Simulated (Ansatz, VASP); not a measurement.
Rb: VASP beside Ansatz

The input INCAR:

```
PREC     = Accurate       # precision mode
ENCUT    = 520            # plane-wave cutoff, eV
EDIFF    = 1E-7           # SCF threshold, eV
ISMEAR   = 0              # smearing method
SIGMA    = 0.01           # smearing width, eV
LREAL    = False          # projectors in reciprocal space
LASPH    = True           # aspherical terms in the spheres
NELM     = 60             # most SCF steps
ALGO     = Normal         # electronic algorithm
ISIF     = 2              # what is computed and relaxed
LWAVE    = False          # write WAVECAR
LCHARG   = False          # write CHGCAR
GGA      = PE             # functional
IVDW     = 12             # dispersion correction
NBANDS   = 10             # bands
ISYM     = 0
```

The input KPOINTS:

```
Automatic mesh
0
Gamma
  10 10 10
```

POSCAR

```
Rb
1.0
   -2.6104928533      2.6104928533      2.6104928533
    2.6104928533     -2.6104928533      2.6104928533
    2.6104928533      2.6104928533     -2.6104928533
Rb
1
Direct
    0.0000000000      0.0000000000      0.0000000000
```

Input for Ansatz:

```yaml
crystal:
  lattice:
    - [-2.6104928533, 2.6104928533, 2.6104928533]
    - [2.6104928533, -2.6104928533, 2.6104928533]
    - [2.6104928533, 2.6104928533, -2.6104928533]
  atoms:
    - { symbol: Rb, position: [0.0, 0.0, 0.0] }
  symmetry: { detect: false }
kpoints:
  mp_grid: { grid: [10, 10, 10] }
  band_path:
    path:
      - [0.0, 0.0, 0.0]
      - [0.5, -0.5, 0.5]
      - [0.0, 0.0, 0.5]
      - [0.0, 0.0, 0.0]
      - [0.25, 0.25, 0.25]
      - [0.5, -0.5, 0.5]
      - [0.25, 0.25, 0.25]
      - [0.0, 0.0, 0.5]
    npoints: 8
scf:
  occupations: { method: gaussian, width: 0.01 }
hamiltonian:
  xc: pbe
  pseudopotentials: { kind: paw }
  dispersion: d3bj
output:
  forces: true
  stress: true
  eigenvalues: true
  populations: true
```

Alike in both runs: task single point; functional PBE; dispersion D3(BJ); k mesh 10 × 10 × 10; occupations gaussian, width 0.01 eV; no spin polarisation.

```csv
,VASP,Ansatz
version,VASP 6.6.1,Ansatz 0.2.0
potentials or method,"VASP PAW PBE potentials, release 64 (Rb_sv)","PAW with Ansatz's default frozen-core files, scalar-relativistic"
plane-wave cutoff (eV),520,420
valence electrons in the cell,9,9
```

```tsv
	VASP	Ansatz	Ansatz less VASP
gap on the k mesh at the Fermi level (eV)	none	none	-
pressure (GPa)	0.8	0.8	0.00
```

A gap of «none» marks a metal or a gap that the smearing closes.
